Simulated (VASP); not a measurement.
The system is Sc3Al.

```
Sc Al
1.0
     4.43199    0.00000    0.00000
     0.00000    4.43199    0.00000
     0.00000    0.00000    4.43199
Sc Al
3 1
Direct
  0.50000 0.00000 0.50000
  0.00000 0.50000 0.50000
  0.50000 0.50000 0.00000
  0.00000 0.00000 0.00000
```

| Item | Value |
| --- | --- |
| Program | VASP 6.6.1 |
| Task | relaxation of cell and atoms |
| Functional | PBEsol |
| Potentials or basis | VASP PAW PBE potentials, release 64 (Sc_sv, Al) |
| Cutoff | 600 eV |
| k mesh | 10 × 10 × 10 |
| Occupations | fermi-dirac, width 0.1 eV |
| Spin | no spin polarisation |

At the start: pressure -2.2 GPa; volume 21.76 Å³/atom.

Question: How do energy, volume and symmetry change on relaxing?

Answer: Over 3 steps the energy falls by 5.3 meV/atom and the volume is 21.02 Å³/atom (-3.4 %); space group Pm-3m (No. 221, to 0.1 Å) before and after.

Step by step:
```
step  energy change (eV)  largest force (eV/Å)  pressure (GPa)  volume (Å³)
   1              0.0000                0.0000           -2.20        87.06
   2             -0.0199                0.0000            0.61        83.35
   3             -0.0212                0.0000            0.01        84.06
```

Final structure:
```yaml
crystal:
  lattice:
    - [4.38059, 0.00000, 0.00000]
    - [0.00000, 4.38059, 0.00000]
    - [0.00000, 0.00000, 4.38059]
  atoms:
    - { symbol: Sc, position: [0.50000, 0.00000, 0.50000] }
    - { symbol: Sc, position: [0.00000, 0.50000, 0.50000] }
    - { symbol: Sc, position: [0.50000, 0.50000, 0.00000] }
    - { symbol: Al, position: [0.00000, 0.00000, 0.00000] }
```

Caveat: the PAW data sets were made with another functional, which shifts forces and pressure a little.
